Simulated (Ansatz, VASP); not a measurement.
# Two plane-wave programs on CsBr

```
Cs Br
1.0
     4.28600    0.00000    0.00000
     0.00000    4.28600    0.00000
     0.00000    0.00000    4.28600
Cs Br
1 1
Direct
  0.00000 0.00000 0.00000
  0.50000 0.50000 0.50000
```

Alike in both runs: task electric field gradients; functional PBE; k mesh 6 × 6 × 6; occupations fermi-dirac, width 0.03 eV; no spin polarisation.

```csv
,VASP,Ansatz
version,VASP 6.6.1,Ansatz 0.2.0
potentials or method,"VASP PAW PBE potentials, release 64 (Cs_sv, Br)","PAW with Ansatz's default frozen-core files, scalar-relativistic"
plane-wave cutoff (eV),400,420
valence electrons in the cell,16,16
```

```csv
,VASP,Ansatz,Ansatz less VASP
gap on the k mesh at the Fermi level (eV),4.52,4.53,+0.011
pressure (GPa),1.1,1.1,-0.02
```

Neither program's run includes spin-orbit coupling.
